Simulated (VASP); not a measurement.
# Ge (P6_3mc) in VASP: notebook, part 2 of 2

VASP 6.6.1. The steps go on from the part before.

## (4) Single point, LDA

This run uses another cell than the first one, of 39.05 Å³/atom, 1.042 times its volume.

INCAR reads:

```
PREC     = Accurate       # precision mode
ENCUT    = 520            # plane-wave cutoff, eV
EDIFF    = 1E-6           # SCF threshold, eV
ISMEAR   = -1             # smearing method
SIGMA    = 0.05           # smearing width, eV
LREAL    = False          # projectors in reciprocal space
LASPH    = True           # aspherical terms in the spheres
NELM     = 100            # most SCF steps
ALGO     = Normal         # electronic algorithm
ISIF     = 2              # what is computed and relaxed
LWAVE    = False          # write WAVECAR
LCHARG   = False          # write CHGCAR
GGA      = CA             # functional
NBANDS   = 36             # bands
```

KPOINTS reads:

```
regular mesh
0
Gamma
  4 4 2
```

POSCAR reads:

```
Ge
1.0
    4.0504045371      0.0000000000      0.0000000000
   -2.0252022685      3.5077532247      0.0000000000
    0.0000000000      0.0000000000     10.9933590000
Ge
4
Direct
    0.6666666667      0.3333333333      0.4148480000
    0.3333333333      0.6666666667      0.9148480000
    0.0000000000      0.0000000000      0.4774520000
    0.0000000000      0.0000000000      0.9774520000
```

Potentials or basis: VASP PAW LDA potentials, release 64 (Ge_d).

The run is started by

```console
cat potpaw_LDA.64/Ge_d/POTCAR > POTCAR
mpirun -np 1 vasp_std > vasp.out
```

OUTCAR:

```text
PREC = Accurate
   ENCUT = 520
   EDIFF = 1E-6
   ISMEAR = -1
   LREAL = False
   LASPH = True
   NELM = 100
   ISIF = 2
   GGA = CA

 ion  position               nearest neighbor table
   1  0.667  0.333  0.415-   3 2.44   3 2.44   3 2.44
   2  0.333  0.667  0.915-   4 2.44   4 2.44   4 2.44
   3  0.000  0.000  0.477-   1 2.44   1 2.44   1 2.44
   4  0.000  0.000  0.977-   2 2.44   2 2.44   2 2.44

  LATTYP: Found a hexagonal cell.
 ALAT       =     4.0504045371
 C/A-ratio  =     2.7141385260

  Lattice vectors:

 A1 = (   4.0504045371,   0.0000000000,   0.0000000000)
 A2 = (  -2.0252022685,   3.5077532247,   0.0000000000)
 A3 = (   0.0000000000,   0.0000000000,  10.9933590000)

Analysis of symmetry for initial positions (statically):
=====================================================================
 Subroutine PRICEL returns:
 Original cell was already a primitive cell.

 Routine SETGRP: Setting up the symmetry group for a
 hexagonal supercell.

[... 150 lines left out ...]
  free energy    TOTEN  =       -18.08880922 eV

  energy without entropy =      -18.08859836  energy(sigma->0) =      -18.08870379

 E-fermi :   0.5297     XC(G=0):  -7.5619

 val. band max:        0.1575550808   @ k =   0.0000   0.0000   0.0000
 cond. band min:       0.8289434713   @ k =   0.0000   0.0000   0.0000
 fundamental gap:      0.6713883905
 Fermi energy:         0.5296833339

 k-point     1 :       0.0000    0.0000    0.0000
  band No.  band energies     occupation
      1     -24.0206      2.00000
      2     -24.0206      2.00000
      3     -24.0206      2.00000
      4     -24.0206      2.00000
      5     -23.9830      2.00000
      6     -23.9829      2.00000
[... 301 lines left out ...]
     35       5.7498      0.00000
     36       5.7498      0.00000

------------------------ aborting loop because EDIFF is reached ----------------------------------------

  FORCE on cell =-STRESS in cart. coord.  units (eV):
  Direction    XX          YY          ZZ          XY          YZ          ZX
  --------------------------------------------------------------------------------------
  -------------------------------------------------------------------------------------
  Total       -3.0300785     -3.0300785     -0.9795556     -0.0000000      0.0000000      0.0000000
  in kB      -31.0818322    -31.0818322    -10.0480511     -0.0000000      0.0000000      0.0000000
  external PRESSURE =     -24.0705718 kB  Pullay stress =       0.0000000 kB

 VOLUME and BASIS-vectors are now :
 -----------------------------------------------------------------------------
  energy-cutoff  :      520.00
  volume of cell :      156.19
      direct lattice vectors                 reciprocal lattice vectors
     4.050404537  0.000000000  0.000000000     0.246888920  0.142541384  0.000000000
    -2.025202269  3.507753225  0.000000000     0.000000000  0.285082768  0.000000000
     0.000000000  0.000000000 10.993359000     0.000000000  0.000000000  0.090964008

 POSITION                                       TOTAL-FORCE (eV/Angst)
 -----------------------------------------------------------------------------------
      2.02520      1.16925      4.56057        -0.000000      0.000000      0.258571
     -0.00000      2.33850     10.05725        -0.000000     -0.000000      0.258571
      0.00000      0.00000      5.24880        -0.000000      0.000000     -0.258571
      0.00000      0.00000     10.74548         0.000000     -0.000000     -0.258571
 -----------------------------------------------------------------------------------
    total drift:                                0.000000      0.000000      0.000538

  FREE ENERGIE OF THE ION-ELECTRON SYSTEM (eV)
  ---------------------------------------------------
  free  energy   TOTEN  =       -18.0888092157 eV

  energy  without entropy=      -18.0885983586  energy(sigma->0) =      -18.08870379
```

OSZICAR:

```text
N       E                     dE             d eps       ncg     rms          rms(c)
DAV:   1     0.510017359735E+03    0.51002E+03   -0.28510E+04   668   0.343E+03
DAV:   2     0.719670173303E+02   -0.43805E+03   -0.42857E+03   576   0.795E+02
DAV:   3    -0.134150450195E+02   -0.85382E+02   -0.83765E+02   672   0.204E+02
DAV:   4    -0.183684954568E+02   -0.49535E+01   -0.49410E+01   664   0.558E+01
DAV:   5    -0.185215644051E+02   -0.15307E+00   -0.15297E+00   660   0.111E+01    0.425E+00
DAV:   6    -0.182313155586E+02    0.29025E+00   -0.19227E-01   640   0.418E+00    0.244E+00
DAV:   7    -0.180809221391E+02    0.15039E+00   -0.38003E-01   856   0.415E+00    0.234E-01
DAV:   8    -0.180886741615E+02   -0.77520E-02   -0.66927E-02   640   0.286E+00    0.169E-01
DAV:   9    -0.180887915227E+02   -0.11736E-03   -0.17259E-03   772   0.467E-01    0.969E-02
DAV:  10    -0.180888099093E+02   -0.18387E-04   -0.44551E-04   624   0.865E-01    0.251E-02
DAV:  11    -0.180888016080E+02    0.83013E-05   -0.84847E-05   700   0.500E-01    0.122E-02
DAV:  12    -0.180888079798E+02   -0.63719E-05   -0.84000E-05   744   0.921E-02    0.511E-03
DAV:  13    -0.180888094022E+02   -0.14223E-05   -0.12693E-05   648   0.695E-02    0.357E-03
DAV:  14    -0.180888092157E+02    0.18651E-06   -0.11314E-06   336   0.867E-02
   1 F= -.18088809E+02 E0= -.18088704E+02  d E =-.210857E-03
```

stdout:

```text
POSCAR found type information on POSCAR Ge
 POSCAR found :  1 types and       4 ions
 scaLAPACK will be used
 LDA part: xc-table for (Slater(with rela. corr.)+CA(PZ))
 , standard interpolation
 POSCAR, INCAR and KPOINTS ok, starting setup
 FFT: planning ... GRIDC
 FFT: planning ... GRID_SOFT
 FFT: planning ... GRID
 WAVECAR not read
 entering main loop
```

Wall time 46 s (1 thread of AMD EPYC 9R45 (Zen 5), shared host); peak memory 0.18 GiB.

What came out:

* Free energy: -18.0888 eV
* Pressure: -2.4 GPa
* Largest force: 0.259 eV/Å
* Band gap on the k mesh: 0.67 eV, direct

Forces in eV/Å, atoms in the order of the input:
```
Ge   0.000  0.000  0.259
Ge   0.000  0.000  0.259
Ge   0.000  0.000 -0.259
Ge   0.000  0.000 -0.259
```

Stress tensor (GPa, compression positive):
```
-3.11  0.00  0.00
 0.00 -3.11  0.00
 0.00  0.00 -1.00
```

Levels at points of the mesh, in eV from the valence-band top:
```tsv
k point	band 26	band 27	band 28	band 29	band 30	band 31
(0.00, 0.00, 0.00)	-0.01	0.00	0.00	0.67	0.88	1.94
(0.50, 0.00, 0.00)	-1.51	-0.85	-0.66	0.99	1.23	1.94
(0.00, 0.00, 0.50)	-0.01	-0.01	-0.01	0.73	0.73	2.95
(0.50, 0.00, 0.50)	-1.52	-0.74	-0.74	1.06	1.06	1.99
```

Caveat: the k points lie up to 0.45 Å⁻¹ apart.

## (5) Single point, PBEsol

This run uses another cell than the first one, of 39.05 Å³/atom, 1.042 times its volume.

INCAR reads:

```
SYSTEM = Ge
PREC = Accurate
ENCUT = 520
EDIFF = 1E-7
ISMEAR = -1
SIGMA = 0.05
LREAL = .False.
LASPH = .True.
NELM = 80
ALGO = Normal
ISIF = 2
LWAVE = .False.
LCHARG = .False.
GGA = PS
NBANDS = 36
```

KPOINTS reads:

```
Automatic mesh
0
Gamma
  4 4 2
  0 0 0
```

POSCAR is that of step 4.

Potentials or basis: VASP PAW PBE potentials, release 64 (Ge_d).

The run is started by

```console
cat potpaw_PBE.64/Ge_d/POTCAR > POTCAR
mpirun -np 1 vasp_std > vasp.out
```

OUTCAR:

```text
SYSTEM = Ge
   PREC = Accurate
   ENCUT = 520
   EDIFF = 1E-7
   ISMEAR = -1
   LREAL = .False.
   LASPH = .True.
   NELM = 80
   ISIF = 2
   GGA = PS

 ion  position               nearest neighbor table
   1  0.667  0.333  0.415-   3 2.44   3 2.44   3 2.44
   2  0.333  0.667  0.915-   4 2.44   4 2.44   4 2.44
   3  0.000  0.000  0.477-   1 2.44   1 2.44   1 2.44
   4  0.000  0.000  0.977-   2 2.44   2 2.44   2 2.44

  LATTYP: Found a hexagonal cell.
 ALAT       =     4.0504045371
 C/A-ratio  =     2.7141385260

  Lattice vectors:

 A1 = (   4.0504045371,   0.0000000000,   0.0000000000)
 A2 = (  -2.0252022685,   3.5077532247,   0.0000000000)
 A3 = (   0.0000000000,   0.0000000000,  10.9933590000)

Analysis of symmetry for initial positions (statically):
=====================================================================
 Subroutine PRICEL returns:
 Original cell was already a primitive cell.

 Routine SETGRP: Setting up the symmetry group for a
 hexagonal supercell.

 Subroutine GETGRP returns: Found 12 space group operations
 (whereof  6 operations were pure point group operations)
 out of a pool of 24 trial point group operations.

The static configuration has the point symmetry C_3v.
 The point group associated with its full space group is C_6v.

Analysis of symmetry for dynamics (positions and initial velocities):
=====================================================================
 Subroutine PRICEL returns:
 Original cell was already a primitive cell.

 Routine SETGRP: Setting up the symmetry group for a
 hexagonal supercell.

 Subroutine GETGRP returns: Found 12 space group operations
 (whereof  6 operations were pure point group operations)
 out of a pool of 24 trial point group operations.

The dynamic configuration has the point symmetry C_3v.
 The point group associated with its full space group is C_6v.

 Subroutine INISYM returns: Found 12 space group operations
[... 100 lines left out ...]
   EFERMI_NEDOS =   21; number of points for ismear=-14 and -15
   IALGO  =     38    algorithm
   IMIX   =      4    mixing-type and parameters
     AMIX     =   0.40;   BMIX     =  1.00
     AMIX_MAG =   1.60;   BMIX_MAG =  1.00
  volume/ion in A,a.u.               =      39.05       263.51
  Fermi-wavevector in a.u.,A,eV,Ry     =   1.163014  2.197778 18.403257  1.352601
  Thomas-Fermi vector in A             =   2.299568
   LORBIT       =      0    0 simple, 1 ext, 2 COOP (PROOUT), +10 PAW based schemes
   GGA     = PS    functional components
   LHFCALC =     F    Hartree Fock is set to
   AEXX    =    0.0000 exact exchange contribution
   IVDW    =     0    specifies the selected vdW correction
   LEPSILON=     F    determine dielectric tensor
   LRPA    =     F    only Hartree local field effects (RPA)
 non-spin polarized calculation
  energy-cutoff  :      520.00
  volume of cell :      156.19
 maximum number of plane-waves:      4230
   NGX = 15   NGY = 15   NGZ = 41

 number of electron      55.9999985 magnetization

 Free energy of the ion-electron system (eV)
  ---------------------------------------------------
  ext. energy  EPLUGINS =         0.00000000
  ---------------------------------------------------
  free energy    TOTEN  =       -17.27921796 eV

  energy without entropy =      -17.27913175  energy(sigma->0) =      -17.27917485

 E-fermi :   0.7349     XC(G=0):  -7.3036

 val. band max:        0.3115641520   @ k =   0.0000   0.0000   0.0000
 cond. band min:       1.0882335808   @ k =   0.0000   0.0000   0.0000
 fundamental gap:      0.7766694288
 Fermi energy:         0.7348589006

 k-point     1 :       0.0000    0.0000    0.0000
  band No.  band energies     occupation
      1     -23.6765      2.00000
      2     -23.6765      2.00000
      3     -23.6765      2.00000
      4     -23.6765      2.00000
      5     -23.6405      2.00000
      6     -23.6405      2.00000
[... 301 lines left out ...]
     35       5.9583      0.00000
     36       5.9583      0.00000

------------------------ aborting loop because EDIFF is reached ----------------------------------------

  FORCE on cell =-STRESS in cart. coord.  units (eV):
  Direction    XX          YY          ZZ          XY          YZ          ZX
  --------------------------------------------------------------------------------------
  -------------------------------------------------------------------------------------
  Total       -1.9046084     -1.9046084     -0.5760296     -0.0000000      0.0000000      0.0000000
  in kB      -19.5370254    -19.5370254     -5.9087759     -0.0000000      0.0000000      0.0000000
  external PRESSURE =     -14.9942756 kB  Pullay stress =       0.0000000 kB

 VOLUME and BASIS-vectors are now :
 -----------------------------------------------------------------------------
  energy-cutoff  :      520.00
  volume of cell :      156.19
      direct lattice vectors                 reciprocal lattice vectors
     4.050404537  0.000000000  0.000000000     0.246888920  0.142541384  0.000000000
    -2.025202269  3.507753225  0.000000000     0.000000000  0.285082768  0.000000000
     0.000000000  0.000000000 10.993359000     0.000000000  0.000000000  0.090964008

 POSITION                                       TOTAL-FORCE (eV/Angst)
 -----------------------------------------------------------------------------------
      2.02520      1.16925      4.56057         0.000000     -0.000000      0.164071
     -0.00000      2.33850     10.05725         0.000000      0.000000      0.164071
      0.00000      0.00000      5.24880        -0.000000      0.000000     -0.164071
      0.00000      0.00000     10.74548        -0.000000     -0.000000     -0.164071
 -----------------------------------------------------------------------------------
    total drift:                               -0.000000     -0.000000      0.001454

  FREE ENERGIE OF THE ION-ELECTRON SYSTEM (eV)
  ---------------------------------------------------
  free  energy   TOTEN  =       -17.2792179613 eV

  energy  without entropy=      -17.2791317452  energy(sigma->0) =      -17.27917485
```

OSZICAR:

```text
N       E                     dE             d eps       ncg     rms          rms(c)
DAV:   1     0.512060913088E+03    0.51206E+03   -0.28346E+04   672   0.348E+03
DAV:   2     0.739324670985E+02   -0.43813E+03   -0.42847E+03   576   0.810E+02
DAV:   3    -0.124302117371E+02   -0.86363E+02   -0.84604E+02   668   0.206E+02
DAV:   4    -0.175301154927E+02   -0.50999E+01   -0.50873E+01   668   0.573E+01
DAV:   5    -0.176812308116E+02   -0.15112E+00   -0.15106E+00   644   0.111E+01    0.425E+00
DAV:   6    -0.174068273571E+02    0.27440E+00   -0.18357E-01   624   0.450E+00    0.244E+00
DAV:   7    -0.172645883898E+02    0.14224E+00   -0.37743E-01   752   0.447E+00    0.257E-01
DAV:   8    -0.172763343286E+02   -0.11746E-01   -0.75127E-02   652   0.314E+00    0.193E-01
DAV:   9    -0.172781679839E+02   -0.18337E-02   -0.28038E-03   720   0.501E-01    0.930E-02
DAV:  10    -0.172790025135E+02   -0.83453E-03   -0.97614E-04   624   0.660E-01    0.257E-02
DAV:  11    -0.172791476637E+02   -0.14515E-03   -0.15265E-04   700   0.525E-01    0.115E-02
DAV:  12    -0.172792099576E+02   -0.62294E-04   -0.13137E-04   704   0.861E-02    0.536E-03
DAV:  13    -0.172792170527E+02   -0.70951E-05   -0.14018E-05   672   0.258E-02    0.284E-03
DAV:  14    -0.172792178710E+02   -0.81823E-06   -0.10845E-06   556   0.415E-02    0.914E-04
DAV:  15    -0.172792179613E+02   -0.90326E-07   -0.26561E-07   504   0.141E-02
   1 F= -.17279218E+02 E0= -.17279175E+02  d E =-.862161E-04
```

stdout:

```text
POSCAR found type information on POSCAR Ge
 POSCAR found :  1 types and       4 ions
 scaLAPACK will be used
 -----------------------------------------------------------------------------
|                                                                             |
|                                                                             |
|     You enforced a specific xc type in the INCAR file but a different       |
|     I HOPE YOU KNOW WHAT YOU ARE DOING!                                     |
|                                                                             |
 -----------------------------------------------------------------------------

 LDA part: xc-table for (Slater+PW92), standard interpolation
 POSCAR, INCAR and KPOINTS ok, starting setup
 FFT: planning ... GRIDC
 FFT: planning ... GRID_SOFT
 FFT: planning ... GRID
 WAVECAR not read
 entering main loop
```

Run time: 53 s. Hardware: 1 thread of AMD EPYC 9R45 (Zen 5), shared host; peak memory 0.22 GiB.

What came out:

```yaml
Free_energy: -17.2792 eV
Pressure: -1.5 GPa
Largest_force: 0.164 eV/Å
Band_gap_on_the_k_mesh: 0.78 eV, direct
```

Forces on the atoms (eV/Å):
```
Ge   0.000  0.000  0.164
Ge   0.000  0.000  0.164
Ge   0.000  0.000 -0.164
Ge   0.000  0.000 -0.164
```

Levels at points of the mesh, in eV from the valence-band top:
| k point | band 26 | band 27 | band 28 | band 29 | band 30 | band 31 |
| --- | --- | --- | --- | --- | --- | --- |
| (0.00, 0.00, 0.00) | -0.01 | 0.00 | 0.00 | 0.78 | 0.96 | 2.07 |
| (0.50, 0.00, 0.00) | -1.51 | -0.83 | -0.65 | 1.02 | 1.25 | 1.98 |
| (0.00, 0.00, 0.50) | -0.01 | -0.01 | -0.01 | 0.83 | 0.83 | 3.04 |
| (0.50, 0.00, 0.50) | -1.53 | -0.73 | -0.73 | 1.09 | 1.09 | 2.02 |

Caveat: the k points lie up to 0.45 Å⁻¹ apart; the PAW data sets were made with another functional, which shifts forces and pressure a little. A k mesh can miss the band edges.

## (6) Single point, r2SCAN

This run uses another cell than the first one, of 39.05 Å³/atom, 1.042 times its volume.

POSCAR is that of step 5.

INCAR.step1 reads:

```
ALGO = Normal
EDIFF = 1E-4
ENCUT = 520
GGA = PE
ISMEAR = -1
LASPH = True
LCHARG = False
LREAL = False
LWAVE = True
NBANDS = 36
NELM = 100
PREC = Accurate
SIGMA = 0.05
```

INCAR.step2 reads:

```
ALGO = Normal
EDIFF = 1E-6
ENCUT = 520
ISIF = 2
ISMEAR = -1
ISTART = 1
LASPH = True
LCHARG = True
LELF = True
LMIXTAU = True
LREAL = False
LVHAR = True
LWAVE = False
METAGGA = R2SCAN
NBANDS = 36
NELM = 100
PREC = Accurate
SIGMA = 0.05
```

KPOINTS reads:

```
k-points
0
Gamma
  4 4 2
```

Potentials or basis: VASP PAW PBE potentials, release 64 (Ge_d).

The run is started by

```console
cat potpaw_PBE.64/Ge_d/POTCAR > POTCAR
cp INCAR.step1 INCAR
mpirun -np 1 vasp_std > vasp.out
cp INCAR.step2 INCAR
mpirun -np 1 vasp_std > vasp.out
```

It took 3.7 min on 1 thread of AMD EPYC 9R45 (Zen 5), shared host; peak memory 0.25 GiB.

The run converged. Its results:

```yaml
Free_energy: -53.0449 eV
Pressure: -1.6 GPa
Largest_force: 0.229 eV/Å
Band_gap_on_the_k_mesh: 1.16 eV, indirect (least direct gap 1.21 eV)
```

Forces in eV/Å, atoms in the order of the input:
```
Ge   0.000  0.000  0.229
Ge   0.000  0.000  0.229
Ge   0.000  0.000 -0.229
Ge   0.000  0.000 -0.229
```

Stress tensor (GPa, compression positive):
```
-2.08  0.00  0.00
 0.00 -2.08  0.00
 0.00  0.00 -0.78
```

Levels at points of the mesh, in eV from the valence-band top:
| k point | band 25 | band 26 | band 27 | band 28 | band 29 | band 30 | band 31 | band 32 |
| --- | --- | --- | --- | --- | --- | --- | --- | --- |
| (0.00, 0.00, 0.00) | -0.01 | -0.01 | 0.00 | 0.00 | 1.21 | 1.37 | 2.31 | 4.52 |
| (0.50, 0.00, 0.00) | -1.61 | -1.58 | -0.81 | -0.61 | 1.16 | 1.39 | 2.37 | 2.43 |
| (0.00, 0.00, 0.50) | -0.01 | -0.01 | -0.01 | -0.01 | 1.25 | 1.25 | 3.31 | 3.31 |
| (0.50, 0.00, 0.50) | -1.59 | -1.59 | -0.70 | -0.70 | 1.23 | 1.23 | 2.41 | 2.41 |

Caveat: the k points lie up to 0.45 Å⁻¹ apart; the PAW data sets were made with another functional, which shifts forces and pressure a little. A k mesh can miss the band edges.

## (7) Overview

| level | potentials or basis | cell | k mesh | gap on the mesh (eV) | pressure (GPa) | largest force (eV/Å) |
| --- | --- | --- | --- | --- | --- | --- |
| r2SCAN | VASP PAW PBE potentials, release 64 (Ge_d) | a = 3.996, b = 3.996, c = 10.845 Å, angles 90.0, 90.0, 120.0°, 4 atoms | 6 × 6 × 2 | none | -0.5 | 0.15 |
| r2SCAN | VASP PAW PBE potentials, release 64 (Ge_d) | a = 4.023, b = 4.023, c = 10.920 Å, angles 90.0, 90.0, 120.0°, 4 atoms | 6 × 6 × 2 | none | -1.2 | 0.19 |
| LDA | VASP PAW LDA potentials, release 64 (Ge_d) | a = 4.050, b = 4.050, c = 10.993 Å, angles 90.0, 90.0, 120.0°, 4 atoms | 4 × 4 × 2 | 0.67 | -2.4 | 0.26 |
| PBEsol | VASP PAW PBE potentials, release 64 (Ge_d) | a = 4.050, b = 4.050, c = 10.993 Å, angles 90.0, 90.0, 120.0°, 4 atoms | 4 × 4 × 2 | 0.78 | -1.5 | 0.16 |
| r2SCAN | VASP PAW PBE potentials, release 64 (Ge_d) | a = 4.050, b = 4.050, c = 10.993 Å, angles 90.0, 90.0, 120.0°, 4 atoms | 4 × 4 × 2 | 1.16 | -1.6 | 0.23 |

Alike in all rows: task single point; no spin polarisation; cutoff (eV) 520; smearing fermi-dirac 0.05 eV.

Caveats: some runs use coarse meshes; the PAW data sets were made with another functional, which shifts forces and pressure a little (some runs).

Absolute energies hang on the potentials; compare differences alone.
